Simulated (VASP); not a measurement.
A run of VASP 6.6.1:

INCAR

```
ALGO     = Normal         # electronic algorithm
EDIFF    = 1E-6           # SCF threshold, eV
ENCUT    = 520            # plane-wave cutoff, eV
ISIF     = 2              # what is computed and relaxed
ISMEAR   = 0              # smearing method
LASPH    = T              # aspherical terms in the spheres
LCHARG   = F              # write CHGCAR
LREAL    = F              # projectors in reciprocal space
LWAVE    = F              # write WAVECAR
NBANDS   = 36             # bands
NELM     = 100            # most SCF steps
PREC     = Accurate       # precision mode
SIGMA    = 0.01           # smearing width, eV
```

File KPOINTS:

```
k-points
0
Gamma
  18 18 2
```

Contents of POSCAR:

```
C
1.0
    2.4448076995      0.0000000000      0.0000000000
   -1.2224038498      2.1172655752      0.0000000000
    0.0000000000      0.0000000000     20.3125660811
C
12
Direct
    0.0000000000      0.0000000000      0.9196873279
    0.3333333333      0.6666666667      0.9196612247
    0.0000000000      0.0000000000      0.7470054420
    0.3333333333      0.6666666667      0.7469793388
    0.6666666667      0.3333333333      0.2530206612
    0.0000000000      0.0000000000      0.2529945580
    0.6666666667      0.3333333333      0.0803387753
    0.0000000000      0.0000000000      0.0803126721
    0.3333333333      0.6666666667      0.5863539946
    0.6666666667      0.3333333333      0.5863278913
    0.3333333333      0.6666666667      0.4136721087
    0.6666666667      0.3333333333      0.4136460054
```

Potentials or basis: VASP PAW LDA potentials, release 64 (C).

Command:

```sh
$ cat potpaw_LDA.64/C/POTCAR > POTCAR
$ mpirun -np 1 vasp_std > vasp.out
```

Hardware: 1 thread of Intel Xeon 8259CL, on a shared host.

Question: Estimate the wall time of this run.

Answer: Run time: 4.1 min on 1 thread of Intel Xeon 8259CL, on a shared host, peak memory 0.29 GiB. Counts: scf iterations 12, k points 74.
